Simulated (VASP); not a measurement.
# SmC (Pm-3m) in VASP: density of states with PBE

Aim: the density of states of SmC with PBE.

All numbers are computed with VASP 6.6.1; they aren't measurements. Logs are shortened: lines on timing, memory, paths and dates and some standing lists are left out, and cuts for length are marked.

## (1) The cell of the first run

It takes space group Pm-3m (No. 221, cubic). The conventional cell has a = 3.537 Å, b = 3.537 Å, c = 3.537 Å, α = 90.00°, β = 90.00°, γ = 90.00°. Sm (site symmetry m-3m) has 8 C at 3.06 Å and 6 Sm at 3.54 Å within 4.0 Å. Within 4.0 Å of C (site symmetry m-3m) lie 8 Sm at 3.06 Å and 6 C at 3.54 Å.

## (2) Density of states, PBE, collinear spin, ferromagnetic start

POSCAR reads:

```
SmC
1.0
   -3.5373663400     -3.5373663400      0.0000000000
   -3.5373663400      3.5373663400      0.0000000000
    0.0000000000      0.0000000000     -3.5373663400
Sm C
2 2
Direct
    0.0000000000      0.5000000000      0.5000000000
    0.5000000000      0.0000000000      0.5000000000
    0.0000000000      0.0000000000      0.0000000000
    0.5000000000      0.5000000000      0.0000000000
```

INCAR.step1 reads:

```
SYSTEM = SmC
ALGO = Normal ; EDIFF = 1E-7
ENCUT = 520 ; GGA = PE
ISIF = 2 ; ISMEAR = -1
ISPIN = 2 ; LASPH = .TRUE.
LCHARG = .TRUE. ; LMAXMIX = 6
LREAL = .FALSE. ; LWAVE = .FALSE.
MAGMOM = 5 5 0 0 ; NBANDS = 32
NELM = 150 ; PREC = Accurate
SIGMA = 0.1
```

KPOINTS.step1 reads:

```
k-points
0
G
  5 5 7
  0 0 0
```

INCAR.step2 reads:

```
SYSTEM = SmC
ALGO = Normal ; EDIFF = 1E-7
ENCUT = 520 ; GGA = PE
ICHARG = 11 ; ISIF = 2
ISMEAR = -5 ; ISPIN = 2
LASPH = .TRUE. ; LCHARG = .FALSE.
LMAXMIX = 6 ; LORBIT = 11
LREAL = .FALSE. ; LWAVE = .FALSE.
MAGMOM = 5 5 0 0 ; NEDOS = 2001
NELM = 150 ; PREC = Accurate
SIGMA = 0.1
```

KPOINTS.step2 reads:

```
k-points
0
G
  8 8 11
  0 0 0
```

Potentials or basis: VASP PAW PBE potentials, release 64 (Sm, C).

The run is started by

```
$ cat potpaw_PBE.64/Sm/POTCAR potpaw_PBE.64/C/POTCAR > POTCAR
$ cp INCAR.step1 INCAR
$ cp KPOINTS.step1 KPOINTS
$ mpirun -np 1 vasp_std > vasp.out
$ cp INCAR.step2 INCAR
$ cp KPOINTS.step2 KPOINTS
$ mpirun -np 1 vasp_std > vasp.out
```

OUTCAR:

```text
SYSTEM = SmC
   EDIFF = 1E-7
   ENCUT = 520
   GGA = PE
   ICHARG = 11
   ISIF = 2
   ISMEAR = -5
   ISPIN = 2
   LASPH = .TRUE.
   LORBIT = 11
   LREAL = .FALSE.
   NELM = 150
   PREC = Accurate

 ion  position               nearest neighbor table
   1  0.000  0.500  0.500-   2 3.54   2 3.54   2 3.54   2 3.54
   2  0.500  0.000  0.500-   1 3.54   1 3.54   1 3.54   1 3.54
   3  0.000  0.000  0.000-
   4  0.500  0.500  0.000-

  LATTYP: Found a simple tetragonal cell.
 ALAT       =     5.0025914531
 C/A-ratio  =     0.7071067812

  Lattice vectors:

 A1 = (  -3.5373663400,  -3.5373663400,   0.0000000000)
 A2 = (  -3.5373663400,   3.5373663400,   0.0000000000)
 A3 = (   0.0000000000,   0.0000000000,  -3.5373663400)

Analysis of symmetry for initial positions (statically):
=====================================================================
 Subroutine PRICEL returns following result:

  LATTYP: Found a simple cubic cell.
 ALAT       =     3.5373663400
[... 12 lines left out ...]
 Subroutine GETGRP returns: Found 16 space group operations
 (whereof 16 operations were pure point group operations)
 out of a pool of 16 trial point group operations.

The static configuration has the point symmetry D_4h.

Analysis of symmetry for dynamics (positions and initial velocities):
=====================================================================
 Subroutine PRICEL returns following result:

  LATTYP: Found a simple cubic cell.
 ALAT       =     3.5373663400
[... 12 lines left out ...]
 Subroutine GETGRP returns: Found 16 space group operations
 (whereof 16 operations were pure point group operations)
 out of a pool of 16 trial point group operations.

The dynamic configuration has the point symmetry D_4h.

Analysis of structural, dynamic, and magnetic symmetry:
=====================================================================
 Subroutine PRICEL returns following result:

  LATTYP: Found a simple cubic cell.
 ALAT       =     3.5373663400
[... 12 lines left out ...]
 Subroutine GETGRP returns: Found 16 space group operations
 (whereof 16 operations were pure point group operations)
 out of a pool of 16 trial point group operations.

The overall configuration has the point symmetry D_4h.

 Subroutine INISYM returns: Found 16 space group operations
 (whereof 16 operations are pure point group operations),
 and found     2 'primitive' translations

----------------------------------------------------------------------------------------

                                     Primitive cell

  volume of cell :      44.2629

  direct lattice vectors                    reciprocal lattice vectors
     0.000000000 -3.537366340  0.000000000     0.000000000 -0.282696194  0.000000000
    -3.537366340  0.000000000  0.000000000    -0.282696194  0.000000000  0.000000000
     0.000000000  0.000000000 -3.537366340     0.000000000  0.000000000 -0.282696194

  length of vectors
     3.537366340  3.537366340  3.537366340     0.282696194  0.282696194  0.282696194

  position of ions in fractional coordinates (direct lattice)
     0.500000000  0.500000000  0.500000000
     0.000000000  0.000000000  0.000000000

  ion indices of the primitive-cell ions
   primitive index   ion index
                 1           1
                 2           3

----------------------------------------------------------------------------------------

 KPOINTS: k-points

Automatic generation of k-mesh.
 Grid dimensions read from file:
 generate k-points for:    8    8   11

 Generating k-lattice:

  Cartesian coordinates                     Fractional coordinates (reciprocal lattice)
    -0.017668512 -0.017668512  0.000000000     0.125000000  0.000000000  0.000000000
    -0.017668512  0.017668512  0.000000000     0.000000000  0.125000000  0.000000000
     0.000000000  0.000000000 -0.025699654     0.000000000  0.000000000  0.090909091

  Length of vectors
     0.024987049  0.024987049  0.025699654

  Shift w.r.t. Gamma in fractional coordinates (k-lattice)
     0.000000000  0.000000000  0.000000000

 TETIRR: Found   1060 inequivalent tetrahedra from     4224

 Subroutine IBZKPT returns following result:
 ===========================================

 Found     90 irreducible k-points:

 Following reciprocal coordinates:
            Coordinates               Weight
  0.000000  0.000000  0.000000      1.000000
  0.125000  0.000000  0.000000      4.000000
  0.250000  0.000000  0.000000      4.000000
  0.375000  0.000000  0.000000      4.000000
  0.500000  0.000000  0.000000      2.000000
  0.125000  0.125000  0.000000      4.000000
[... 16 lines left out ...]
  0.375000  0.125000  0.090909     16.000000
  0.500000  0.125000  0.090909      8.000000
 [... further k-points ...]
   k-points           NKPTS =     90   k-points in BZ     NKDIM =     90   number of bands    NBANDS=     29
   number of dos      NEDOS =   2001   number of ions     NIONS =      4
   total plane-waves  NPLWV =  44800
   dimension x,y,z NGX =    40 NGY =   40 NGZ =   28
   dimension x,y,z NGXF=    80 NGYF=   80 NGZF=   56
   ions per type =               2   2
   NGX,Y,Z   is equivalent  to a cutoff of  13.29, 13.29, 13.16 a.u.
   NGXF,Y,Z  is equivalent  to a cutoff of  26.59, 26.59, 26.32 a.u.
 SYSTEM =  SmC
   PREC   = accura    normal or accurate (medium, high low for compatibility)
   ISTART =      0    job   : 0-new  1-cont  2-samecut
   ICHARG =     11    charge: 1-file 2-atom 10-const
   ISPIN  =      2    spin polarized calculation?
   LNONCOLLINEAR =      F non collinear calculations
   LSORBIT =      F    spin-orbit coupling
   LASPH  =      T    aspherical Exc in radial PAW
   ENCUT  =  520.0 eV  38.22 Ry    6.18 a.u.   9.30  9.30  6.58*2*pi/ulx,y,z
   NELM   =    150;   NELMIN=  2; NELMDL=  0     # of ELM steps
   EDIFF  = 0.1E-06   stopping-criterion for ELM
   LREAL  =      F    real-space projection
   EDIFFG = 0.1E-05   stopping-criterion for IOM
   NSW    =      0    number of steps for IOM
   IBRION =     -1    ionic relax: 0-MD 1-quasi-New 2-CG
   NFREE  =      0    steps in history (QN), initial steepest desc. (CG)
   ISIF   =      2    stress and relaxation
   ISYM   =      2    0-nonsym 1-usesym 2-fastsym
   POTIM  = 0.5000    time-step for ionic-motion
   TEBEG  =    0.0;   TEEND  =   0.0 temperature during run
   PSTRESS=    0.0 pullay stress
   NELECT =      40.0000    total number of electrons
   NUPDOWN=      -1.0000    fix difference up-down
   EMIN   =  10.00;   EMAX   =-10.00  energy-range for DOS
   EFERMI =   0.00;   METHOD = LEGACY
   ISMEAR =    -5;   SIGMA  =   0.10  broadening in eV -4-tet -1-fermi 0-gaus
   EFERMI_NEDOS =   21; number of points for ismear=-14 and -15
   IALGO  =     38    algorithm
   IMIX   =      4    mixing-type and parameters
     AMIX     =   0.40;   BMIX     =  1.00
     AMIX_MAG =   1.60;   BMIX_MAG =  1.00
  volume/ion in A,a.u.               =      22.13       149.35
  Fermi-wavevector in a.u.,A,eV,Ry     =   1.256237  2.373943 21.471769  1.578131
  Thomas-Fermi vector in A             =   2.389954
   LORBIT       =     11    0 simple, 1 ext, 2 COOP (PROOUT), +10 PAW based schemes
   GGA     = PE    functional components
   LHFCALC =     F    Hartree Fock is set to
   AEXX    =    0.0000 exact exchange contribution
   IVDW    =     0    specifies the selected vdW correction
   LEPSILON=     F    determine dielectric tensor
   LRPA    =     F    only Hartree local field effects (RPA)
 spin polarized calculation
 Fermi weights with tetrahedron method with Bloechl corrections
  energy-cutoff  :      520.00
  volume of cell :       88.53
 maximum number of plane-waves:      2444
 NGX is ok and might be reduce to    40

 number of electron      40.0000001 magnetization      11.2324593

 Free energy of the ion-electron system (eV)
  ---------------------------------------------------
  ext. energy  EPLUGINS =         0.00000000
  ---------------------------------------------------
  free energy    TOTEN  =       -32.36022333 eV

  energy without entropy =      -32.36022333  energy(sigma->0) =      -32.36022333

 E-fermi :   2.4400     XC(G=0): -10.0112

 val. band max:        2.5038788396   @ k =   0.5000   0.1250   0.4545
 cond. band min:       2.3477259483   @ k =   0.5000   0.1250   0.3636
 fundamental gap:     -0.1561528913
 Fermi energy:         2.4399546419

 spin component 1

 k-point     1 :       0.0000    0.0000    0.0000
  band No.  band energies     occupation
      1     -37.3914      1.00000
      2     -37.3038      1.00000
      3     -17.1721      1.00000
      4     -17.1721      1.00000
      5     -16.6262      1.00000
      6     -16.6262      1.00000
[... 757 lines left out ...]
     28       2.5525      0.00000
     29       3.0870      0.00000

 [... further k-points ...]

 spin component 2

 k-point     1 :       0.0000    0.0000    0.0000
  band No.  band energies     occupation
      1     -34.8450      1.00000
      2     -34.7387      1.00000
      3     -15.3707      1.00000
      4     -15.3707      1.00000
      5     -14.7358      1.00000
      6     -14.7351      1.00000
[... 757 lines left out ...]
     28       6.2433      0.00000
     29       6.4017      0.00000

 [... further k-points ...]

------------------------ aborting loop because EDIFF is reached ----------------------------------------

  FORCE on cell =-STRESS in cart. coord.  units (eV):
  Direction    XX          YY          ZZ          XY          YZ          ZX
  --------------------------------------------------------------------------------------
  -------------------------------------------------------------------------------------
  Total        0.3911534      0.3911534      0.4462186      0.0000000      0.0000000     -0.0000000
  in kB        7.0792562      7.0792562      8.0758479      0.0000000      0.0000000     -0.0000000
  external PRESSURE =       7.4114534 kB  Pullay stress =       0.0000000 kB

 VOLUME and BASIS-vectors are now :
 -----------------------------------------------------------------------------
  energy-cutoff  :      520.00
  volume of cell :       88.53
      direct lattice vectors                 reciprocal lattice vectors
    -3.537366340 -3.537366340  0.000000000    -0.141348097 -0.141348097  0.000000000
    -3.537366340  3.537366340  0.000000000    -0.141348097  0.141348097  0.000000000
     0.000000000  0.000000000 -3.537366340     0.000000000  0.000000000 -0.282696194

 POSITION                                       TOTAL-FORCE (eV/Angst)
 -----------------------------------------------------------------------------------
     -1.76868      1.76868     -1.76868         0.000000     -0.000000      0.000000
     -1.76868     -1.76868     -1.76868        -0.000000      0.000000     -0.000000
      0.00000      0.00000      0.00000        -0.000000      0.000000     -0.000000
     -3.53737      0.00000      0.00000        -0.000000      0.000000     -0.000000
 -----------------------------------------------------------------------------------
    total drift:                                0.000000      0.000000      0.000000

  FREE ENERGIE OF THE ION-ELECTRON SYSTEM (eV)
  ---------------------------------------------------
  free  energy   TOTEN  =       -32.3602233281 eV

  energy  without entropy=      -32.3602233281  energy(sigma->0) =      -32.36022333

 total charge

# of ion       s       p       d       f       tot
--------------------------------------------------
    1        2.036   5.652   0.309   5.688  13.685
    2        2.036   5.652   0.309   5.688  13.685
    3        0.927   1.093   0.000   0.000   2.020
    4        0.927   1.093   0.000   0.000   2.020
--------------------------------------------------
tot          5.926  13.490   0.618  11.377  31.411

 magnetization (x)

# of ion       s       p       d       f       tot
--------------------------------------------------
    1       -0.015  -0.097   0.051   5.648   5.587
    2       -0.015  -0.097   0.051   5.648   5.587
    3       -0.010  -0.048   0.000   0.000  -0.058
    4       -0.010  -0.048   0.000   0.000  -0.058
--------------------------------------------------
tot         -0.050  -0.290   0.103  11.296  11.059
```

Wall time 23 min (1 thread of Intel Xeon Platinum 8488C (Sapphire Rapids), shared host); peak memory 0.51 GiB.

What came out:

- Net moment: 11.23 μB per cell
- Site moments: Sm +5.59; C -0.06 μB
- Valence electrons inside the program's atomic spheres: Sm 13.69; C 2.02

Caveat: the magnetic or orbital state may not be the lowest; spin-orbit coupling is left out, which moves the levels of the heavy elements; without U or exact exchange the open f shell lies at the Fermi level, which spoils levels, moments and volumes; tetrahedron occupations give inexact forces and stress in metals. The state reached can hang on the start; a lower one may exist.
